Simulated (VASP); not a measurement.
# MgBeTe3 (P4/mmm) in VASP: notebook

Runs on MgBeTe3. Level: PBE. Tasks: single point, relaxation of cell and atoms.

All numbers are computed with VASP 6.6.1; they aren't measurements. Logs are shortened: lines on timing, memory, paths and dates and some standing lists are left out, and cuts for length are marked.

## (1) The cell of the first run

The structure is tetragonal, space group P4/mmm (No. 123). The conventional cell has a = 3.746 Å, b = 3.746 Å, c = 8.571 Å, α = 90.00°, β = 90.00°, γ = 90.00°. Mg (site symmetry 4/mmm) has 8 Te at 3.11 Å and 4 Mg at 3.75 Å within 4.1 Å. Be (site symmetry 4/mmm) has 6 Te at 2.65 to 2.66 Å within 3.5 Å. Te (site symmetry 4mm) has 1 Be at 2.66 Å and 4 Mg at 3.11 Å and 1 Te at 3.26 Å within 3.5 Å. Te (site symmetry 4/mmm) has 4 Be at 2.65 Å within 3.5 Å.

## (2) Single point, PBE

The input, INCAR:

```
  ALGO = Normal
  EDIFF = 1E-6
  ENCUT = 520
  GGA = PE
  ISIF = 2
  ISMEAR = 0
  LASPH = True
  LCHARG = False
  LREAL = False
  LWAVE = False
  NBANDS = 19
  NELM = 100
  PREC = Accurate
  SIGMA = 0.1
```

The input, KPOINTS:

```
k-points
0
Gamma
  4 4 4
```

The input, POSCAR:

```
MgBeTe3
1.0
    3.7458603815      0.0000000000      0.0000000000
    0.0000000000      3.7458603815      0.0000000000
    0.0000000000      0.0000000000      8.5705573557
Mg Be Te
1 1 3
Direct
    0.0000000000      0.0000000000      0.0000000000
    0.5000000000      0.5000000000      0.5000000000
    0.5000000000      0.5000000000      0.8098292266
    0.5000000000      0.5000000000      0.1901707734
    0.0000000000      0.0000000000      0.5000000000
```

Potentials or basis: VASP PAW PBE potentials, release 64 (Mg, Be, Te).

Started as:

```
> cat potpaw_PBE.64/Mg/POTCAR potpaw_PBE.64/Be/POTCAR potpaw_PBE.64/Te/POTCAR > POTCAR
> mpirun -np 1 vasp_std > vasp.out
```

OUTCAR:

```text
EDIFF = 1E-6
   ENCUT = 520
   GGA = PE
   ISIF = 2
   ISMEAR = 0
   LASPH = True
   LREAL = False
   NELM = 100
   PREC = Accurate

 ion  position               nearest neighbor table
   1  0.000  0.000  0.000-   3 3.11   4 3.11   3 3.11   4 3.11   3 3.11   4 3.11   3 3.11   4 3.11

   2  0.500  0.500  0.500-   5 2.65   5 2.65   5 2.65   5 2.65   3 2.66   4 2.66
   3  0.500  0.500  0.810-   2 2.66   1 3.11   1 3.11   1 3.11   1 3.11   4 3.26
   4  0.500  0.500  0.190-   2 2.66   1 3.11   1 3.11   1 3.11   1 3.11   3 3.26
   5  0.000  0.000  0.500-   2 2.65   2 2.65   2 2.65   2 2.65

  LATTYP: Found a simple tetragonal cell.
 ALAT       =     3.7458603815
 C/A-ratio  =     2.2880076892

  Lattice vectors:

 A1 = (   3.7458603815,   0.0000000000,   0.0000000000)
 A2 = (   0.0000000000,   3.7458603815,   0.0000000000)
 A3 = (   0.0000000000,   0.0000000000,   8.5705573557)

Analysis of symmetry for initial positions (statically):
=====================================================================
 Subroutine PRICEL returns:
 Original cell was already a primitive cell.

 Routine SETGRP: Setting up the symmetry group for a
 simple tetragonal supercell.

 Subroutine GETGRP returns: Found 16 space group operations
 (whereof 16 operations were pure point group operations)
 out of a pool of 16 trial point group operations.

The static configuration has the point symmetry D_4h.

Analysis of symmetry for dynamics (positions and initial velocities):
=====================================================================
 Subroutine PRICEL returns:
 Original cell was already a primitive cell.

 Routine SETGRP: Setting up the symmetry group for a
 simple tetragonal supercell.

 Subroutine GETGRP returns: Found 16 space group operations
 (whereof 16 operations were pure point group operations)
 out of a pool of 16 trial point group operations.

The dynamic configuration has the point symmetry D_4h.

 Subroutine INISYM returns: Found 16 space group operations
 (whereof 16 operations are pure point group operations),
 and found     1 'primitive' translations

----------------------------------------------------------------------------------------

                                     Primitive cell

  volume of cell :     120.2575

  direct lattice vectors                    reciprocal lattice vectors
     3.745860382  0.000000000  0.000000000     0.266961365  0.000000000  0.000000000
     0.000000000  3.745860382  0.000000000     0.000000000  0.266961365  0.000000000
     0.000000000  0.000000000  8.570557356     0.000000000  0.000000000  0.116678526

  length of vectors
     3.745860382  3.745860382  8.570557356     0.266961365  0.266961365  0.116678526

  position of ions in fractional coordinates (direct lattice)
     0.000000000  0.000000000  0.000000000
     0.500000000  0.500000000  0.500000000
     0.500000000  0.500000000  0.809829227
     0.500000000  0.500000000  0.190170773
     0.000000000  0.000000000  0.500000000

  ion indices of the primitive-cell ions
   primitive index   ion index
                 1           1
                 2           2
                 3           3
                 4           4
                 5           5

----------------------------------------------------------------------------------------

 KPOINTS: k-points

Automatic generation of k-mesh.
 Grid dimensions read from file:
 generate k-points for:    4    4    4

 Generating k-lattice:

  Cartesian coordinates                     Fractional coordinates (reciprocal lattice)
     0.066740341  0.000000000  0.000000000     0.250000000  0.000000000  0.000000000
     0.000000000  0.066740341  0.000000000     0.000000000  0.250000000  0.000000000
     0.000000000  0.000000000  0.029169632     0.000000000  0.000000000  0.250000000

  Length of vectors
     0.066740341  0.066740341  0.029169632

  Shift w.r.t. Gamma in fractional coordinates (k-lattice)
     0.000000000  0.000000000  0.000000000

 Subroutine IBZKPT returns following result:
 ===========================================

 Found     18 irreducible k-points:

 Following reciprocal coordinates:
            Coordinates               Weight
  0.000000  0.000000  0.000000      1.000000
  0.250000  0.000000  0.000000      4.000000
  0.500000  0.000000  0.000000      2.000000
  0.250000  0.250000  0.000000      4.000000
  0.500000  0.250000  0.000000      4.000000
  0.500000  0.500000  0.000000      1.000000
[... 10 lines left out ...]
  0.500000  0.250000  0.500000      4.000000
  0.500000  0.500000  0.500000      1.000000
   k-points           NKPTS =     18   k-points in BZ     NKDIM =     18   number of bands    NBANDS=     19
   number of dos      NEDOS =    301   number of ions     NIONS =      5
   total plane-waves  NPLWV =  50176
   dimension x,y,z NGX =    28 NGY =   28 NGZ =   64
   dimension x,y,z NGXF=    56 NGYF=   56 NGZF=  128
   ions per type =               1   1   3
   NGX,Y,Z   is equivalent  to a cutoff of  12.43, 12.43, 12.41 a.u.
   NGXF,Y,Z  is equivalent  to a cutoff of  24.85, 24.85, 24.83 a.u.
 SYSTEM =  unknown system
   PREC   = accura    normal or accurate (medium, high low for compatibility)
   ISTART =      0    job   : 0-new  1-cont  2-samecut
   ICHARG =      2    charge: 1-file 2-atom 10-const
   ISPIN  =      1    spin polarized calculation?
   LNONCOLLINEAR =      F non collinear calculations
   LSORBIT =      F    spin-orbit coupling
   LASPH  =      T    aspherical Exc in radial PAW
   ENCUT  =  520.0 eV  38.22 Ry    6.18 a.u.   6.96  6.96 15.94*2*pi/ulx,y,z
   NELM   =    100;   NELMIN=  2; NELMDL= -5     # of ELM steps
   EDIFF  = 0.1E-05   stopping-criterion for ELM
   LREAL  =      F    real-space projection
   EDIFFG = 0.1E-04   stopping-criterion for IOM
   NSW    =      0    number of steps for IOM
   IBRION =     -1    ionic relax: 0-MD 1-quasi-New 2-CG
   NFREE  =      0    steps in history (QN), initial steepest desc. (CG)
   ISIF   =      2    stress and relaxation
   ISYM   =      2    0-nonsym 1-usesym 2-fastsym
   POTIM  = 0.5000    time-step for ionic-motion
   TEBEG  =    0.0;   TEEND  =   0.0 temperature during run
   PSTRESS=    0.0 pullay stress
   NELECT =      22.0000    total number of electrons
   NUPDOWN=      -1.0000    fix difference up-down
   EMIN   =  10.00;   EMAX   =-10.00  energy-range for DOS
   EFERMI =   0.00;   METHOD = LEGACY
   ISMEAR =     0;   SIGMA  =   0.10  broadening in eV -4-tet -1-fermi 0-gaus
   EFERMI_NEDOS =   21; number of points for ismear=-14 and -15
   IALGO  =     38    algorithm
   IMIX   =      4    mixing-type and parameters
     AMIX     =   0.40;   BMIX     =  1.00
     AMIX_MAG =   1.60;   BMIX_MAG =  1.00
  volume/ion in A,a.u.               =      24.05       162.31
  Fermi-wavevector in a.u.,A,eV,Ry     =   0.929348  1.756213 11.751182  0.863687
  Thomas-Fermi vector in A             =   2.055621
   LORBIT       =      0    0 simple, 1 ext, 2 COOP (PROOUT), +10 PAW based schemes
   GGA     = PE    functional components
   LHFCALC =     F    Hartree Fock is set to
   AEXX    =    0.0000 exact exchange contribution
   IVDW    =     0    specifies the selected vdW correction
   LEPSILON=     F    determine dielectric tensor
   LRPA    =     F    only Hartree local field effects (RPA)
 non-spin polarized calculation
 Gauss-broadening in eV      SIGMA  =   0.10
  energy-cutoff  :      520.00
  volume of cell :      120.26
 maximum number of plane-waves:      3264
 NGX is ok and might be reduce to    28
   NGX = 13   NGY = 13   NGZ = 31

 number of electron      22.0000003 magnetization

 Free energy of the ion-electron system (eV)
  ---------------------------------------------------
  ext. energy  EPLUGINS =         0.00000000
  ---------------------------------------------------
  free energy    TOTEN  =       -15.17097808 eV

  energy without entropy =      -15.16007063  energy(sigma->0) =      -15.16552435

 E-fermi :   6.4079     XC(G=0):  -9.5963

 val. band max:        6.3515272114   @ k =   0.0000   0.0000   0.0000
 cond. band min:       6.4132963131   @ k =   0.5000   0.0000   0.0000
 fundamental gap:      0.0617691017
 Fermi energy:         6.4078589403

 k-point     1 :       0.0000    0.0000    0.0000
  band No.  band energies     occupation
      1      -6.5727      2.00000
      2      -5.0466      2.00000
      3      -5.0324      2.00000
      4       1.8539      2.00000
      5       2.6750      2.00000
      6       4.2313      2.00000
[... 11 lines left out ...]
     18      12.2104      0.00000
     19      13.0335      0.00000

 k-point     2 :       0.2500    0.0000    0.0000
  band No.  band energies     occupation
      1      -6.0954      2.00000
      2      -4.7955      2.00000
      3      -4.6793      2.00000
      4       0.8769      2.00000
      5       2.8919      2.00000
      6       2.9050      2.00000
[... 11 lines left out ...]
     18      12.6924      0.00000
     19      12.7519      0.00000

 k-point     3 :       0.5000    0.0000    0.0000
  band No.  band energies     occupation
      1      -5.2347      2.00000
      2      -4.7968      2.00000
      3      -4.2328      2.00000
      4      -0.0922      2.00000
      5       0.9874      2.00000
      6       1.7702      2.00000
[... 11 lines left out ...]
     18      12.1149      0.00000
     19      12.5453      0.00000

 k-point     4 :       0.2500    0.2500    0.0000
  band No.  band energies     occupation
      1      -5.6388      2.00000
      2      -4.5158      2.00000
      3      -4.3387      2.00000
      4       1.1327      2.00000
      5       2.2273      2.00000
      6       3.0008      2.00000
[... 275 lines left out ...]
     18      12.3142      0.00000
     19      12.4599      0.00000

 k-point    17 :       0.5000    0.2500    0.5000
  band No.  band energies     occupation
      1      -4.8440      2.00000
      2      -4.3659      2.00000
      3      -4.0040      2.00000
      4       0.9522      2.00000
      5       1.1715      2.00000
      6       2.3555      2.00000
[... 11 lines left out ...]
     18      10.7858      0.00000
     19      13.5684      0.00000

 k-point    18 :       0.5000    0.5000    0.5000
  band No.  band energies     occupation
      1      -4.4299      2.00000
      2      -3.7809      2.00000
      3      -3.5618      2.00000
      4       1.2069      2.00000
      5       1.2069      2.00000
      6       2.0755      2.00000
[... 11 lines left out ...]
     18      11.2839      0.00000
     19      14.6729      0.00000

------------------------ aborting loop because EDIFF is reached ----------------------------------------

  FORCE on cell =-STRESS in cart. coord.  units (eV):
  Direction    XX          YY          ZZ          XY          YZ          ZX
  --------------------------------------------------------------------------------------
  -------------------------------------------------------------------------------------
  Total       -0.1646721     -0.1646721      0.1426504      0.0000000      0.0000000      0.0000000
  in kB       -2.1939078     -2.1939078      1.9005158      0.0000000      0.0000000      0.0000000
  external PRESSURE =      -0.8290999 kB  Pullay stress =       0.0000000 kB

 VOLUME and BASIS-vectors are now :
 -----------------------------------------------------------------------------
  energy-cutoff  :      520.00
  volume of cell :      120.26
      direct lattice vectors                 reciprocal lattice vectors
     3.745860382  0.000000000  0.000000000     0.266961365  0.000000000  0.000000000
     0.000000000  3.745860382  0.000000000     0.000000000  0.266961365  0.000000000
     0.000000000  0.000000000  8.570557356     0.000000000  0.000000000  0.116678526

 POSITION                                       TOTAL-FORCE (eV/Angst)
 -----------------------------------------------------------------------------------
      0.00000      0.00000      0.00000         0.000000      0.000000     -0.000000
      1.87293      1.87293      4.28528         0.000000      0.000000     -0.000000
      1.87293      1.87293      6.94069         0.000000     -0.000000      0.024356
      1.87293      1.87293      1.62987         0.000000     -0.000000     -0.024356
      0.00000      0.00000      4.28528         0.000000      0.000000     -0.000000
 -----------------------------------------------------------------------------------
    total drift:                               -0.000000      0.000000      0.000000

  FREE ENERGIE OF THE ION-ELECTRON SYSTEM (eV)
  ---------------------------------------------------
  free  energy   TOTEN  =       -15.1709780791 eV

  energy  without entropy=      -15.1600706265  energy(sigma->0) =      -15.16552435
```

Wall time 30 s (1 thread of Intel Xeon Platinum 8259CL at 2.50GHz (Skylake/Cascade Lake), shared host); peak memory 0.23 GiB.

What came out:

```
Free energy            : -15.1710 eV
Pressure               : -0.1 GPa
Largest force          : 0.024 eV/Å
Band gap on the k mesh : zero (band 11 reaches 6.94 eV, above the bottom of band 12 at 4.66 eV)
```

Forces in eV/Å, atoms in the order of the input:
```
Mg   0.000  0.000  0.000
Be   0.000  0.000  0.000
Te   0.000  0.000  0.024
Te   0.000  0.000 -0.024
Te   0.000  0.000  0.000
```

Stress tensor (GPa, compression positive):
```
-0.22  0.00  0.00
 0.00 -0.22  0.00
 0.00  0.00  0.19
```

Caveat: the k points lie up to 0.42 Å⁻¹ apart; spin-orbit coupling is left out, which moves the levels of the heavy elements.

## (3) Single point, PBE

This run uses another cell than the first one, of 25.02 Å³/atom, 1.040 times its volume.

The input, INCAR:

```
ALGO     = Normal         # electronic algorithm
EDIFF    = 1E-6           # SCF threshold, eV
ENCUT    = 520            # plane-wave cutoff, eV
GGA      = PE             # functional
ISIF     = 2              # what is computed and relaxed
ISMEAR   = 0              # smearing method
LASPH    = True           # aspherical terms in the spheres
LCHARG   = False          # write CHGCAR
LREAL    = False          # projectors in reciprocal space
LWAVE    = False          # write WAVECAR
NBANDS   = 19             # bands
NELM     = 80             # most SCF steps
PREC     = Accurate       # precision mode
SIGMA    = 0.1            # smearing width, eV
```

KPOINTS is that of step 2.

The input, POSCAR:

```
MgBeTe3
1.0
    4.1047691000      0.0000000000      0.0000000000
    0.0000000000      4.1047691000      0.0000000000
    0.0000000000      0.0000000000      7.4248544500
Mg Be Te
1 1 3
Direct
    0.0000000000      0.0000000000      0.0000000000
    0.5000000000      0.5000000000      0.5000000000
    0.5000000000      0.5000000000      0.7675185900
    0.5000000000      0.5000000000      0.2324814100
    0.0000000000      0.0000000000      0.5000000000
```

Potentials or basis: VASP PAW PBE potentials, release 64 (Mg, Be, Te).

Started as:

```
> cat potpaw_PBE.64/Mg/POTCAR potpaw_PBE.64/Be/POTCAR potpaw_PBE.64/Te/POTCAR > POTCAR
> mpirun -np 1 vasp_std > vasp.out
```

It took 27 s on 1 thread of Intel Xeon Platinum 8259CL at 2.50GHz (Skylake/Cascade Lake), shared host; peak memory 0.25 GiB.

Results (log left out):

```
Free energy            : -12.8964 eV
Pressure               : 7.4 GPa
Largest force          : 5.681 eV/Å
Band gap on the k mesh : zero (band 11 reaches 7.11 eV, above the bottom of band 12 at 4.28 eV)
```

Forces on the atoms (eV/Å):
```
Mg   0.000  0.000  0.000
Be   0.000  0.000  0.000
Te   0.000  0.000  5.681
Te   0.000  0.000 -5.681
Te   0.000  0.000  0.000
```

Stress tensor (GPa, compression positive):
```
-2.40  0.00  0.00
 0.00 -2.40  0.00
 0.00  0.00 26.99
```

Levels at points of the mesh, in eV from the Fermi level:
```
           k point  band 9  band 10  band 11  band 12  band 13  band 14
(0.00, 0.00, 0.00)   -0.85    -0.85     0.30     0.30     0.82     2.68
(0.50, 0.00, 0.00)   -1.17    -1.02    -0.37     0.32     0.74     3.06
(0.50, 0.50, 0.00)   -2.28    -1.87    -1.87    -1.73    -0.47     4.49
(0.00, 0.00, 0.50)   -1.52    -1.52     1.11     1.11     1.82     3.08
(0.50, 0.00, 0.50)   -1.01    -0.96    -0.88    -0.14     1.63     2.29
(0.50, 0.50, 0.50)   -3.03    -2.64    -0.40    -0.40     0.94     2.50
```

Caveat: the k points lie up to 0.38 Å⁻¹ apart; spin-orbit coupling is left out, which moves the levels of the heavy elements; forces of over 1 eV/Å act on the atoms, so gaps and moduli don't describe the material at rest.

[end of part 1 of 2]
